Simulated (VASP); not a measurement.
# AlAs: single point with PBEsol

AlAs:

```
Al As
1.0
    11.34820    0.00000    0.00000
     0.00000   11.34820    0.00000
     0.00000    0.00000   11.34820
Al As
32 32
Cartesian
  0.0000 0.0000 0.0000
  0.0000 0.0000 5.6741
  0.0000 5.6741 0.0000
  0.0000 5.6741 5.6741
  5.6741 0.0000 0.0000
  5.6741 0.0000 5.6741
  5.6741 5.6741 0.0000
  5.6741 5.6741 5.6741
  2.8370 2.8370 0.0000
  2.8370 2.8370 5.6741
  2.8370 8.5111 0.0000
  2.8370 8.5111 5.6741
  8.5111 2.8370 0.0000
  8.5111 2.8370 5.6741
  8.5111 8.5111 0.0000
  8.5111 8.5111 5.6741
  2.8370 0.0000 2.8370
  2.8370 0.0000 8.5111
  2.8370 5.6741 2.8370
  2.8370 5.6741 8.5111
  8.5111 0.0000 2.8370
  8.5111 0.0000 8.5111
  8.5111 5.6741 2.8370
  8.5111 5.6741 8.5111
  0.0000 2.8370 2.8370
  0.0000 2.8370 8.5111
  0.0000 8.5111 2.8370
  0.0000 8.5111 8.5111
  5.6741 2.8370 2.8370
  5.6741 2.8370 8.5111
  5.6741 8.5111 2.8370
  5.6741 8.5111 8.5111
  1.4185 1.4185 1.4185
  1.4185 1.4185 7.0926
  1.4185 7.0926 1.4185
  1.4185 7.0926 7.0926
  7.0926 1.4185 1.4185
  7.0926 1.4185 7.0926
  7.0926 7.0926 1.4185
  7.0926 7.0926 7.0926
  4.2556 4.2556 1.4185
  4.2556 4.2556 7.0926
  4.2556 9.9297 1.4185
  4.2556 9.9297 7.0926
  9.9297 4.2556 1.4185
  9.9297 4.2556 7.0926
  9.9297 9.9297 1.4185
  9.9297 9.9297 7.0926
  4.2556 1.4185 4.2556
  4.2556 1.4185 9.9297
  4.2556 7.0926 4.2556
  4.2556 7.0926 9.9297
  9.9297 1.4185 4.2556
  9.9297 1.4185 9.9297
  9.9297 7.0926 4.2556
  9.9297 7.0926 9.9297
  1.4185 4.2556 4.2556
  1.4185 4.2556 9.9297
  1.4185 9.9297 4.2556
  1.4185 9.9297 9.9297
  7.0926 4.2556 4.2556
  7.0926 4.2556 9.9297
  7.0926 9.9297 4.2556
  7.0926 9.9297 9.9297
```

- Program: VASP 6.6.1
- Task: single point
- Functional: PBEsol
- Potentials or basis: VASP PAW PBE potentials, release 64 (Al, As)
- Cutoff: 500 eV
- k mesh: 1 × 1 × 1, shifted
- Occupations: fermi-dirac, width 0.05 eV
- Spin: no spin polarisation
- Dipole correction: no
- Further INCAR settings: LREAL = Auto; ALGO = Normal; EDIFF = 1e-06; NBANDS = 166; ISYM = 0

- Pressure: 0.4 GPa
- Band gap on the k mesh: 1.95 eV

Levels at points of the mesh, in eV from the valence-band top:
| k point | band 126 | band 127 | band 128 | band 129 | band 130 | band 131 |
| --- | --- | --- | --- | --- | --- | --- |
| (0.25, 0.25, 0.25) | -0.33 | 0.00 | 0.00 | 1.95 | 1.95 | 1.95 |

Run time: 26 min on 1 thread of Intel(R) Xeon(R) Platinum 8375C CPU @ 2.90GHz (Ice Lake), with other jobs on the host, peak memory 1.4 GiB.

Caveat: the PAW data sets were made with another functional, which shifts forces and pressure a little; a shifted mesh leaves out Γ, where band edges can lie. A k mesh can miss the band edges.
